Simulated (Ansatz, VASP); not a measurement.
# Two plane-wave programs on SnTe

```
Sn Te
1.0
     0.00000    3.20649    3.20649
     3.20649    0.00000    3.20649
     3.20649    3.20649    0.00000
Sn Te
1 1
Direct
  0.00000 0.00000 0.00000
  0.50000 0.50000 0.50000
```

Alike in both runs: task single point; functional LDA; k mesh 10 × 10 × 10; occupations gaussian, width 0.01 eV; no spin polarisation.

|  | VASP | Ansatz |
| --- | --- | --- |
| version | VASP 6.6.1 | Ansatz 0.2.0 |
| potentials or method | VASP PAW LDA potentials, release 64 (Sn_d, Te), cutoff 520 eV | scalar-relativistic, plane waves, PAW |
| valence electrons in the cell | 20 | 30 |

```csv
,VASP,Ansatz,Ansatz less VASP
gap on the k mesh at the Fermi level (eV),0.02,0.04,+0.012
least direct gap on the mesh (eV),0.02,0.04,+0.012
pressure (GPa),-3.5,-3.5,-0.02
```

LDA's correlation is that of Perdew and Zunger in VASP and of Perdew and Wang (1992) in Ansatz. VASP's potentials hold 20 valence electrons a cell and Ansatz's 30, so a difference there can come from the potentials and not from the codes.

Spin-orbit coupling is off throughout.
